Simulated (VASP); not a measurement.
# C2TeH6 in VASP: single point with PBE

Aim: the single point of C2TeH6 with PBE.

Program: VASP 6.6.1. These are calculated values, not measurements. Logs are shortened: lines on timing, memory, paths and dates and some standing lists are left out, and cuts for length are marked.

### Step 1. The cell of the first run

The cell holds a molecule in a box, 9 atoms: a = 15.716 Å, b = 14.500 Å, c = 15.000 Å, α = 90.00°, β = 90.00°, γ = 90.00°.

### Step 2. Single point, PBE

Contents of INCAR:

```
SYSTEM = TeH6C2
ALGO = Normal
EDIFF = 1E-6
ENCUT = 520
GGA = PE
ISIF = 2
ISMEAR = 0
ISYM = 0
LASPH = .True.
LCHARG = .True.
LELF = .True.
LREAL = .False.
LVHAR = .True.
LWAVE = .False.
NBANDS = 20
NELM = 60
PREC = Accurate
SIGMA = 0.005
```

Contents of KPOINTS:

```
k-points
0
Gamma
  1 1 1
  0 0 0
```

Contents of POSCAR:

```
TeH6C2
1.0
   15.7162830690      0.0000000000      0.0000000000
    0.0000000000     14.5000000000      0.0000000000
    0.0000000000      0.0000000000     15.0000000000
C Te H
2 1 6
Direct
    0.5936376567      0.5489163327      0.5257636887
    0.4040550033      0.4849835247      0.4862331305
    0.5018024640      0.5638101132      0.4195942845
    0.6082723093      0.4758787759      0.5357024310
    0.6511448083      0.5856758137      0.5048834025
    0.5686663181      0.5798124882      0.5869373680
    0.4264838363      0.4145671786      0.4977657373
    0.3487434698      0.4837499533      0.4418568692
    0.3870120701      0.5185185475      0.5490753442
```

Potentials or basis: VASP PAW PBE potentials, release 64 (C, Te, H).

The run is started by

```bash
$ cat potpaw_PBE.64/C/POTCAR potpaw_PBE.64/Te/POTCAR potpaw_PBE.64/H/POTCAR > POTCAR
$ mpirun -np 1 vasp_gam > vasp.out
```

OUTCAR:

```text
SYSTEM = TeH6C2
   EDIFF = 1E-6
   ENCUT = 520
   GGA = PE
   ISIF = 2
   ISMEAR = 0
   ISYM = 0
   LASPH = .True.
   LREAL = .False.
   NELM = 60
   PREC = Accurate

 ion  position               nearest neighbor table
   1  0.594  0.549  0.526-   4 1.09   6 1.09   5 1.10   3 2.16
   2  0.404  0.485  0.486-   7 1.09   9 1.09   8 1.10   3 2.16
   3  0.502  0.564  0.420-   2 2.16   1 2.16
   4  0.608  0.476  0.536-   1 1.09
   5  0.651  0.586  0.505-   1 1.10
   6  0.569  0.580  0.587-   1 1.09
   7  0.426  0.415  0.498-   2 1.09
   8  0.349  0.484  0.442-   2 1.10
   9  0.387  0.519  0.549-   2 1.09

IMPORTANT INFORMATION: All symmetrisations will be switched off!
NOSYMM: (Re-)initialisation of all symmetry stuff for point group C_1.

----------------------------------------------------------------------------------------

                                     Primitive cell

  volume of cell :    3418.2916

  direct lattice vectors                    reciprocal lattice vectors
    15.716283069  0.000000000  0.000000000     0.063628276  0.000000000  0.000000000
     0.000000000 14.500000000  0.000000000     0.000000000  0.068965517  0.000000000
     0.000000000  0.000000000 15.000000000     0.000000000  0.000000000  0.066666667

  length of vectors
    15.716283069 14.500000000 15.000000000     0.063628276  0.068965517  0.066666667

  position of ions in fractional coordinates (direct lattice)
     0.593637657  0.548916333  0.525763689
     0.404055003  0.484983525  0.486233130
     0.501802464  0.563810113  0.419594285
     0.608272309  0.475878776  0.535702431
     0.651144808  0.585675814  0.504883402
     0.568666318  0.579812488  0.586937368
     0.426483836  0.414567179  0.497765737
     0.348743470  0.483749953  0.441856869
     0.387012070  0.518518548  0.549075344

  ion indices of the primitive-cell ions
   primitive index   ion index
                 1           1
                 2           2
                 3           3
                 4           4
                 5           5
                 6           6
                 7           7
                 8           8
                 9           9

----------------------------------------------------------------------------------------

 KPOINTS: k-points

Automatic generation of k-mesh.
 Grid dimensions read from file:
 generate k-points for:    1    1    1

[... 44 lines left out ...]
   NFREE  =      0    steps in history (QN), initial steepest desc. (CG)
   ISIF   =      2    stress and relaxation
   ISYM   =      0    0-nonsym 1-usesym 2-fastsym
   POTIM  = 0.5000    time-step for ionic-motion
   TEBEG  =    0.0;   TEEND  =   0.0 temperature during run
   PSTRESS=    0.0 pullay stress
   NELECT =      20.0000    total number of electrons
   NUPDOWN=      -1.0000    fix difference up-down
   EMIN   =  10.00;   EMAX   =-10.00  energy-range for DOS
   EFERMI =   0.00;   METHOD = LEGACY
   ISMEAR =     0;   SIGMA  =   0.01  broadening in eV -4-tet -1-fermi 0-gaus
   EFERMI_NEDOS =   21; number of points for ismear=-14 and -15
   IALGO  =     38    algorithm
   IMIX   =      4    mixing-type and parameters
     AMIX     =   0.40;   BMIX     =  1.00
     AMIX_MAG =   1.60;   BMIX_MAG =  1.00
  volume/ion in A,a.u.               =     379.81      2563.09
  Fermi-wavevector in a.u.,A,eV,Ry     =   0.294995  0.557460  1.184009  0.087022
  Thomas-Fermi vector in A             =   1.158141
   LORBIT       =      0    0 simple, 1 ext, 2 COOP (PROOUT), +10 PAW based schemes
   GGA     = PE    functional components
   LHFCALC =     F    Hartree Fock is set to
   AEXX    =    0.0000 exact exchange contribution
   IVDW    =     0    specifies the selected vdW correction
   LEPSILON=     F    determine dielectric tensor
   LRPA    =     F    only Hartree local field effects (RPA)
 non-spin polarized calculation
 Gauss-broadening in eV      SIGMA  =   0.01
  energy-cutoff  :      520.00
  volume of cell :     3418.29
 maximum number of plane-waves:     46037
 NGX is ok and might be reduce to   120
   NGX = 59   NGY = 53   NGZ = 55

 number of electron      20.0000001 magnetization

 Free energy of the ion-electron system (eV)
  ---------------------------------------------------
  ext. energy  EPLUGINS =         0.00000000
  ---------------------------------------------------
  free energy    TOTEN  =       -42.36442144 eV

  energy without entropy =      -42.36442144  energy(sigma->0) =      -42.36442144

 E-fermi :  -4.4622     XC(G=0):  -0.4976

 val. band max:       -4.5051319705   @ k =   0.0000   0.0000   0.0000
 cond. band min:      -1.2124360436   @ k =   0.0000   0.0000   0.0000
 fundamental gap:      3.2926959269
 Fermi energy:        -4.4621653770

 k-point     1 :       0.0000    0.0000    0.0000
  band No.  band energies     occupation
      1     -17.8930      2.00000
      2     -16.8998      2.00000
      3     -13.7433      2.00000
      4     -10.1640      2.00000
      5     -10.1385      2.00000
      6      -9.8410      2.00000
[... 12 lines left out ...]
     19       0.7099      0.00000
     20       0.9045      0.00000

------------------------ aborting loop because EDIFF is reached ----------------------------------------

  FORCE on cell =-STRESS in cart. coord.  units (eV):
  Direction    XX          YY          ZZ          XY          YZ          ZX
  --------------------------------------------------------------------------------------
  -------------------------------------------------------------------------------------
  Total       -0.0294939     -0.0222610      0.0060130      0.0034963     -0.0239451     -0.0011340
  in kB       -0.0138240     -0.0104339      0.0028183      0.0016387     -0.0112233     -0.0005315
  external PRESSURE =      -0.0071465 kB  Pullay stress =       0.0000000 kB

 VOLUME and BASIS-vectors are now :
 -----------------------------------------------------------------------------
  energy-cutoff  :      520.00
  volume of cell :     3418.29
      direct lattice vectors                 reciprocal lattice vectors
    15.716283069  0.000000000  0.000000000     0.063628276  0.000000000  0.000000000
     0.000000000 14.500000000  0.000000000     0.000000000  0.068965517  0.000000000
     0.000000000  0.000000000 15.000000000     0.000000000  0.000000000  0.066666667

 POSITION                                       TOTAL-FORCE (eV/Angst)
 -----------------------------------------------------------------------------------
      9.32978      7.95929      7.88646         0.000887     -0.006772      0.013990
      6.35024      7.03226      7.29350        -0.002777     -0.008025      0.014220
      7.88647      8.17525      6.29391         0.002159      0.023462     -0.043103
      9.55978      6.90024      8.03554         0.003778     -0.021748      0.003166
     10.23358      8.49230      7.57325         0.014759      0.012098     -0.011480
      8.93732      8.40728      8.80406        -0.008479      0.008672      0.018186
      6.70274      6.01122      7.46649         0.007904     -0.020464      0.003503
      5.48095      7.01437      6.62785        -0.013578      0.002961     -0.017096
      6.08239      7.51852      8.23613        -0.004653      0.009816      0.018614
 -----------------------------------------------------------------------------------
    total drift:                                0.000162      0.000201      0.000086

  FREE ENERGIE OF THE ION-ELECTRON SYSTEM (eV)
  ---------------------------------------------------
  free  energy   TOTEN  =       -42.3644214364 eV

  energy  without entropy=      -42.3644214364  energy(sigma->0) =      -42.36442144
```

OSZICAR:

```text
N       E                     dE             d eps       ncg     rms          rms(c)
DAV:   1     0.853276129277E+02    0.85328E+02   -0.46639E+03    56   0.501E+02
DAV:   2    -0.213295091966E+02   -0.10666E+03   -0.10553E+03    76   0.949E+01
DAV:   3    -0.459849901515E+02   -0.24655E+02   -0.24575E+02    56   0.496E+01
[... 17 lines left out ...]
DAV:  21    -0.423644100779E+02   -0.15883E-04   -0.32092E-07    40   0.191E-03    0.572E-04
DAV:  22    -0.423644177317E+02   -0.76537E-05   -0.19103E-07    36   0.140E-03    0.369E-04
DAV:  23    -0.423644193880E+02   -0.16564E-05   -0.26234E-08    36   0.764E-04    0.173E-04
DAV:  24    -0.423644207489E+02   -0.13608E-05   -0.18172E-08    36   0.552E-04    0.168E-04
DAV:  25    -0.423644214364E+02   -0.68751E-06   -0.11902E-09    40   0.359E-04
   1 F= -.42364421E+02 E0= -.42364421E+02  d E =-.239808E-34
```

It took 5.8 min on 1 thread of Intel Xeon Platinum 8259CL at 2.50GHz (Skylake/Cascade Lake), shared host; peak memory 2.1 GiB.

Results:

* Free energy: -42.3644 eV
* Largest force: 0.049 eV/Å
* Gap between the frontier levels: 3.29 eV

Forces on the atoms (eV/Å):
```
C    0.001 -0.007  0.014
C   -0.003 -0.008  0.014
Te   0.002  0.023 -0.043
H    0.004 -0.022  0.003
H    0.015  0.012 -0.011
H   -0.008  0.009  0.018
H    0.008 -0.020  0.004
H   -0.014  0.003 -0.017
H   -0.005  0.010  0.019
```

Caveat: spin-orbit coupling is left out, which moves the levels of the heavy elements.
